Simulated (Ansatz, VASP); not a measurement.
**One calculation of Sn, two programs**

```
CELL_PARAMETERS angstrom
-2.70493 2.70493 1.53533
2.70493 -2.70493 1.53533
2.70493 2.70493 -1.53533
ATOMIC_POSITIONS crystal
Sn 0.75000 0.25000 0.50000
Sn 0.00000 0.00000 0.00000
```

Change from the starting cell: strain -0.080 along x and y, -0.040 along z, atoms carried along.

Alike in both runs: task single point; functional PBEsol; k mesh 16 × 16 × 16; occupations gaussian, width 0.15 eV; no spin polarisation.

```csv
,VASP,Ansatz
version,VASP 6.6.1,Ansatz 0.2.0
potentials or method,"VASP PAW PBE potentials, release 64 (Sn_d), cutoff 520 eV","scalar-relativistic, plane waves, PAW"
valence electrons in the cell,28,28
```

VASP gave:

```
gap on the k mesh at the Fermi level (eV)                     : none
pressure (GPa)                                                : 15.8
traceless stress, the component that is largest in VASP (GPa) : -4.15
```

Estimate Ansatz's values.

gap on the k mesh at the Fermi level (eV): none; pressure (GPa): 15.8; traceless stress, the component that is largest in VASP (GPa): -4.16.

VASP's potentials were made for PBE, not for PBEsol. A gap of «none» marks a metal or a gap that the smearing closes.
